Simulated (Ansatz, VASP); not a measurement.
# Ge2Sb2Te5: VASP beside Ansatz

The input INCAR:

```
SYSTEM = Ge2Sb2Te5
ALGO = Fast
EDIFF = 1E-6
ENCUT = 520
GGA = PE
ISIF = 2
ISMEAR = 0
LASPH = .TRUE.
LCHARG = .TRUE.
LELF = .TRUE.
LREAL = .FALSE.
LVHAR = .TRUE.
LWAVE = .FALSE.
NBANDS = 44
NELM = 80
PREC = Accurate
SIGMA = 0.03
```

KPOINTS

```
k-points
0
G
  12 12 2
  0 0 0
```

Contents of POSCAR:

```
Ge2Sb2Te5
1.0
    4.0198848015      0.0000000000      0.0000000000
   -2.0099424007      3.4813223584      0.0000000000
    0.0000000000      0.0000000000     19.2669058650
Ge Sb Te
2 2 5
Direct
    0.0000000000      0.0000000000      0.3313200918
    0.0000000000      0.0000000000      0.6686799082
    0.3333333333      0.6666666667      0.1120971408
    0.6666666667      0.3333333333      0.8879028592
    0.0000000000      0.0000000000      0.0000000000
    0.3333333333      0.6666666667      0.7914345914
    0.6666666667      0.3333333333      0.2085654086
    0.3333333333      0.6666666667      0.4096023866
    0.6666666667      0.3333333333      0.5903976134
```

Input for Ansatz:

```yaml
crystal:
  lattice:
    - [4.0198848015, 0.0, 0.0]
    - [-2.0099424007, 3.4813223584, 0.0]
    - [0.0, 0.0, 19.266905865]
  atoms:
    - { symbol: Ge, position: [0.0, 0.0, 0.3313200918] }
    - { symbol: Ge, position: [0.0, 0.0, 0.6686799082] }
    - { symbol: Sb, position: [0.3333333333, 0.6666666667, 0.1120971408] }
    - { symbol: Sb, position: [0.6666666667, 0.3333333333, 0.8879028592] }
    - { symbol: Te, position: [0.0, 0.0, 0.0] }
    - { symbol: Te, position: [0.3333333333, 0.6666666667, 0.7914345914] }
    - { symbol: Te, position: [0.6666666667, 0.3333333333, 0.2085654086] }
    - { symbol: Te, position: [0.3333333333, 0.6666666667, 0.4096023866] }
    - { symbol: Te, position: [0.6666666667, 0.3333333333, 0.5903976134] }
basis:
  ecutwfc: 420
kpoints:
  mp_grid: { grid: [12, 12, 2] }
hamiltonian:
  xc: pbe
scf:
  occupations: { method: gaussian, width: 0.03 }
output:
  forces: true
  stress: true
  eigenvalues: true
```

Alike in both runs: task single point; functional PBE; k mesh 12 × 12 × 2; occupations gaussian, width 0.03 eV; no spin polarisation.

|  | VASP | Ansatz |
| --- | --- | --- |
| version | VASP 6.6.1 | Ansatz 0.2.0 |
| potentials or method | VASP PAW PBE potentials, release 64 (Ge_d, Sb, Te), cutoff 520 eV | scalar-relativistic, plane waves, PAW |
| valence electrons in the cell | 68 | 138 |

VASP gave:

```
gap on the k mesh at the Fermi level (eV)                     : none
pressure (GPa)                                                : 2.8
traceless stress, the component that is largest in VASP (GPa) : -2.72
rms of the force components (eV/Å)                            : 0.072
```

Estimate Ansatz's values.

gap on the k mesh at the Fermi level (eV): none; pressure (GPa): 2.8; traceless stress, the component that is largest in VASP (GPa): -2.74; rms of the force components (eV/Å): 0.060.

Atom by atom the forces differ by 0.012 eV/Å (rms over components). A gap of «none» marks a metal or a gap that the smearing closes. VASP's potentials hold 68 valence electrons a cell and Ansatz's 138, so a difference there can come from the potentials and not from the codes.

Spin-orbit coupling is off throughout.
